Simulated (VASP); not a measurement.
Here is a VASP 6.6.1 calculation.

The input INCAR:

```
ALGO = Normal
EDIFF = 1E-7
ENCUT = 520
GGA = PS
ISIF = 2
ISMEAR = 1
LASPH = T
LCHARG = F
LREAL = F
LWAVE = F
NBANDS = 19
NELM = 80
PREC = Accurate
SIGMA = 0.1
```

File KPOINTS:

```
k-points
0
Gamma
  11 11 5
```

POSCAR

```
Cd
1.0
    2.8972156768      0.0000000000      0.0000000000
   -1.4486078384      2.5090622843      0.0000000000
    0.0000000000      0.0000000000      5.4636636196
Cd
2
Direct
    0.3333333333      0.6666666667      0.2500000000
    0.6666666667      0.3333333333      0.7500000000
```

Potentials or basis: VASP PAW PBE potentials, release 64 (Cd).

The run is started by

```sh
$ cat potpaw_PBE.64/Cd/POTCAR > POTCAR
$ mpirun -np 1 vasp_std > vasp.out
```

**Question.** What does it give for the pressure?

**Answer.** 4.8 GPa.

**Question.** What does it give for the band gap on the k mesh?

**Answer.** Zero (band 12 reaches 5.13 eV, above the bottom of band 13 at 0.45 eV).

Stress tensor (GPa, compression positive):
```
6.23 0.00 0.00
0.00 6.23 0.00
0.00 0.00 1.89
```

Caveat: the PAW data sets were made with another functional, which shifts forces and pressure a little.
